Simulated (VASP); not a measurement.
# Cr: single point with LDA

Cr:

```
CELL_PARAMETERS angstrom
0.00000 2.18813 2.18813
2.18813 0.00000 2.18813
2.18813 2.18813 0.00000
ATOMIC_POSITIONS crystal
Cr 0.00000 0.00000 0.00000
Cr 0.50000 0.50000 0.50000
```

This isn't the form of Cr at room conditions, which is bcc.

| Item | Value |
| --- | --- |
| Program | VASP 6.6.1 |
| Task | single point |
| Functional | LDA |
| Potentials or basis | VASP PAW LDA potentials, release 64 (Cr_pv) |
| Cutoff | 520 eV |
| k mesh | 13 × 13 × 13 |
| Occupations | fermi-dirac, width 0.05 eV |
| Spin | collinear spin, antiferromagnetic start |
| Starting moments | [1.5, -1.5] μB |

| Quantity | Value |
| --- | --- |
| Pressure | 38.1 GPa |
| Band gap on the k mesh | zero (filled and empty bands overlap) |
| Net moment | 0.00 μB per cell |
| Valence electrons inside the program's atomic spheres | Cr 11.53 |

Levels at points of the mesh, in eV from the Fermi level:
Spin up:
| k point | band 9 | band 10 | band 11 | band 12 | band 13 | band 14 | band 15 | band 16 |
| --- | --- | --- | --- | --- | --- | --- | --- | --- |
| (0.00, 0.00, 0.00) | -4.11 | -3.98 | -3.98 | -3.98 | 3.18 | 3.18 | 3.18 | 5.10 |
Spin down:
```tsv
k point	band 10	band 11	band 12	band 13	band 14	band 15
(0.00, 0.00, 0.00)	-3.98	-3.98	-3.98	3.18	3.18	3.18
```

Run time: 80 s on 1 thread of Intel Xeon 8259CL, with other jobs on the host, peak memory 0.17 GiB.

Caveat: the cell stands under pressure; an empty level that is flat over the whole mesh can mark a ghost state of the potentials, or a narrow d or f band.
